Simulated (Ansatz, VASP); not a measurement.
# Si7B: VASP beside Ansatz

INCAR

```
PREC = Accurate
ENCUT = 600
EDIFF = 1E-7
ISMEAR = 0
SIGMA = 0.1
LREAL = F
LASPH = T
NELM = 60
ALGO = Normal
ISIF = 3
LWAVE = F
LCHARG = F
GGA = PE
IBRION = 2
NSW = 80
EDIFFG = -0.001
```

KPOINTS

```
regular mesh
0
Gamma
  6 6 6
```

File POSCAR:

```
Si7B
1.0
    5.2640244914      0.0000000000      0.0000000000
    0.0000000000      5.2640244914      0.0000000000
    0.0000000000      0.0000000000      5.2640244914
Si B
7 1
Direct
    0.2268677300      0.2268677300      0.2268677300
    0.0000000000      0.5000000000      0.5000000000
    0.5000000000      0.5000000000      0.0000000000
    0.5000000000      0.0000000000      0.5000000000
    0.7731322700      0.2268677300      0.7731322700
    0.7731322700      0.7731322700      0.2268677300
    0.2268677300      0.7731322700      0.7731322700
    0.0000000000      0.0000000000      0.0000000000
```

Input for Ansatz:

```yaml
crystal:
  lattice:
    - [5.2640244914, 0.0, 0.0]
    - [0.0, 5.2640244914, 0.0]
    - [0.0, 0.0, 5.2640244914]
  atoms:
    - { symbol: Si, position: [0.22686773, 0.22686773, 0.22686773] }
    - { symbol: Si, position: [0.0, 0.5, 0.5] }
    - { symbol: Si, position: [0.5, 0.5, 0.0] }
    - { symbol: Si, position: [0.5, 0.0, 0.5] }
    - { symbol: Si, position: [0.77313227, 0.22686773, 0.77313227] }
    - { symbol: Si, position: [0.77313227, 0.77313227, 0.22686773] }
    - { symbol: Si, position: [0.22686773, 0.77313227, 0.77313227] }
    - { symbol: B, position: [0.0, 0.0, 0.0] }
basis:
  ecutwfc: 420
kpoints:
  mp_grid: { grid: [6, 6, 6] }
hamiltonian:
  xc: pbe
scf:
  occupations: { method: gaussian, width: 0.1 }
output:
  forces: true
  stress: true
  eigenvalues: true
relax:
  adjacent_minimum: "off"
  f_tol: 0.001
  max_steps: 60
  cell: { stress_tol: 0.01 }
```

Alike in both runs: task relaxation of cell and atoms; functional PBE; k mesh 6 × 6 × 6; occupations gaussian, width 0.1 eV; no spin polarisation.

|  | VASP | Ansatz |
| --- | --- | --- |
| version | VASP 6.6.1 | Ansatz 0.2.0 |
| potentials or method | VASP PAW PBE potentials, release 64 (Si, B), cutoff 600 eV | scalar-relativistic, plane waves, PAW |
| valence electrons in the cell | 31 | 31 |

|  | VASP | Ansatz | Ansatz less VASP |
| --- | --- | --- | --- |
| gap on the k mesh at the Fermi level, each at its own relaxed structure (eV) | none | none | - |
| relaxed volume (Å³/atom) | 18.22 | 18.23 | +0.013 |
| relaxed length of the cell vector where the two differ most in proportion (Å) | 5.263 | 5.264 | +0.0012 |

A gap of «none» marks a metal or a gap that the smearing closes.
